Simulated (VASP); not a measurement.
W16F (a cell with a defect), 17 atoms in the cell. The cell holds a defect, 17 atoms: a = 6.320 Å, b = 6.320 Å, c = 6.320 Å, α = 90.00°, β = 90.00°, γ = 90.00°. 

- Program: VASP 6.6.1
- Task: single point
- Functional: LDA
- Potentials or basis: VASP PAW LDA potentials, release 64 (W_sv, F)
- Cutoff: 520 eV
- k mesh: 3 × 3 × 3
- Occupations: gaussian, width 0.05 eV
- Spin: no spin polarisation
- Dipole correction: no
- Further INCAR settings: LREAL = Auto; ALGO = Normal; EDIFF = 1e-06; NBANDS = 130

Potentials or basis: VASP PAW LDA potentials, release 64 (W_sv, F).

Run with:

```bash
$ cat potpaw_LDA.64/W_sv/POTCAR potpaw_LDA.64/F/POTCAR > POTCAR
$ mpirun -np 1 vasp_std > vasp.out
```

Hardware: 1 thread of AMD EPYC 9R45 96-Core Processor (Zen 5), with other jobs on the host.

Task: Estimate the wall time of this run.

Result: Run time: 7.3 min on 1 thread of AMD EPYC 9R45 96-Core Processor (Zen 5) (shared host), peak memory 0.42 GiB. Counts: scf iterations 16, k points 14.
